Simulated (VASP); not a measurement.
# YRuW3: single point with PBE

The system is YRuW3.

```
Y Ru W
1.0
     4.76648    0.00000    0.00000
     0.00000    4.76648    0.00000
     0.00000    0.00000    4.76648
Y Ru W
1 1 3
Direct
  0.00000 0.00000 0.00000
  0.50000 0.50000 0.50000
  0.00000 0.50000 0.50000
  0.50000 0.00000 0.50000
  0.50000 0.50000 0.00000
```

| Quantity | Value |
| --- | --- |
| Program | VASP 6.6.1 |
| Task | single point |
| Functional | PBE |
| Potentials or basis | VASP PAW PBE potentials, release 64 (Y_sv, Ru_pv, W_sv) |
| Cutoff | 520 eV |
| k mesh | 4 × 4 × 4 |
| Occupations | gaussian, width 0.1 eV |
| Spin | no spin polarisation |

- Pressure: 0.7 GPa
- Band gap on the k mesh: zero (an odd number of electrons rules out a gap without spin polarisation)

Levels at points of the mesh, in eV from the Fermi level:
| k point | band 32 | band 33 | band 34 | band 35 | band 36 | band 37 |
| --- | --- | --- | --- | --- | --- | --- |
| (0.00, 0.00, 0.00) | 1.09 | 1.09 | 1.09 | 2.28 | 2.31 | 2.31 |
| (0.50, 0.00, 0.00) | -0.55 | -0.02 | -0.02 | 0.26 | 0.54 | 1.95 |
| (0.50, 0.50, 0.00) | -0.98 | -0.11 | -0.11 | -0.05 | 0.23 | 0.41 |
| (0.50, 0.50, 0.50) | -0.92 | -0.50 | -0.50 | -0.50 | 0.32 | 0.32 |

Wall time 3.4 min on 1 thread of Oxide Virtual Turin-like Processor, with other jobs on the host, peak memory 0.21 GiB.

Caveat: spin-orbit coupling is left out, which moves the levels of the heavy elements.
